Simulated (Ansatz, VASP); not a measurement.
Two plane-wave programs on Ge

```xyz
8
Lattice="4.0933 0.0000 0.0000 -2.0467 3.5449 0.0000 0.0000 0.0000 13.1580" Properties=species:S:1:pos:R:3 pbc="T T T"
Ge    0.0000    0.0000    5.3523
Ge    0.0000    0.0000    7.8057
Ge    0.0000    0.0000   11.9314
Ge    0.0000    0.0000    1.2267
Ge    0.0000    2.3633    4.5290
Ge    2.0467    1.1816    8.6290
Ge    2.0467    1.1816   11.1080
Ge    0.0000    2.3633    2.0500
```

Alike in both runs: task single point; functional PBE; k mesh 15 × 15 × 4; occupations gaussian, width 0.15 eV; no spin polarisation.

|  | VASP | Ansatz |
| --- | --- | --- |
| version | VASP 6.6.1 | Ansatz 0.2.0 |
| potentials or method | VASP PAW PBE potentials, release 64 (Ge_d), cutoff 520 eV | scalar-relativistic, plane waves, PAW |
| valence electrons in the cell | 112 | 112 |

```tsv
	VASP	Ansatz	Ansatz less VASP
gap on the k mesh at the Fermi level (eV)	none	none	-
pressure (GPa)	0.0	0.0	+0.08
traceless stress, the component that is largest in VASP (GPa)	2.14	2.14	+0.004
rms of the force components (eV/Å)	0.103	0.103	+0.0003
```

Atom by atom the forces differ by 0.000 eV/Å (rms over components). A gap of «none» marks a metal or a gap that the smearing closes.
